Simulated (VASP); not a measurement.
Set up this calculation in VASP 6.6.1, as the native input.

| Item | Value |
| --- | --- |
| Task | single point |
| Functional | r2SCAN |
| Potentials or basis | VASP PAW PBE potentials, release 64 (K_sv, I) |
| Cutoff | 520 eV |
| k mesh | 4 × 4 × 4 |
| Occupations | gaussian, width 0.5 eV |
| Spin | no spin polarisation |
| Dipole correction | no |
| Further INCAR settings | ALGO = Normal; EDIFF = 1e-06; NBANDS = 15 |

KI:

```
K I
1.0
     4.29094    0.00000    0.00000
     0.00000    4.29094    0.00000
     0.00000    0.00000    4.29094
K I
1 1
Cartesian
  0.0000 0.0000 0.0000
  2.1455 2.1455 2.1455
```

One way to write it, as run:

POSCAR

```
KI
1.0
    4.2909401063      0.0000000000      0.0000000000
    0.0000000000      4.2909401063      0.0000000000
    0.0000000000      0.0000000000      4.2909401063
K I
1 1
Direct
    0.0000000000      0.0000000000      0.0000000000
    0.5000000000      0.5000000000      0.5000000000
```

INCAR.step1

```
SYSTEM = KI
ALGO = Normal
EDIFF = 1E-4
ENCUT = 520
GGA = PE
ISMEAR = 0
LASPH = .True.
LCHARG = .False.
LREAL = .False.
LWAVE = .True.
NBANDS = 15
NELM = 80
PREC = Accurate
SIGMA = 0.5
```

INCAR.step2

```
SYSTEM = KI
ALGO = Normal
EDIFF = 1E-6
ENCUT = 520
ISIF = 2
ISMEAR = 0
ISTART = 1
LASPH = .True.
LCHARG = .True.
LELF = .True.
LMIXTAU = .True.
LREAL = .False.
LVHAR = .True.
LWAVE = .False.
METAGGA = R2SCAN
NBANDS = 15
NELM = 80
PREC = Accurate
SIGMA = 0.5
```

KPOINTS

```
k-points
0
Gamma
  4 4 4
  0 0 0
```

Potentials or basis: VASP PAW PBE potentials, release 64 (K_sv, I).

Launch:

```sh
$ cat potpaw_PBE.64/K_sv/POTCAR potpaw_PBE.64/I/POTCAR > POTCAR
$ cp INCAR.step1 INCAR
$ mpirun -np 1 vasp_std > vasp.out
$ cp INCAR.step2 INCAR
$ mpirun -np 1 vasp_std > vasp.out
```

It gave:

```
Pressure               : 0.1 GPa
Band gap on the k mesh : 4.04 eV (least direct gap 4.41 eV)
```

Caveat: the PAW data sets were made with another functional, which shifts forces and pressure a little; spin-orbit coupling is left out, which moves the levels of the heavy elements.

It took 35 s on 1 thread of AMD EPYC 7R13 Processor (Zen 3), with other jobs on the host, peak memory 0.16 GiB.
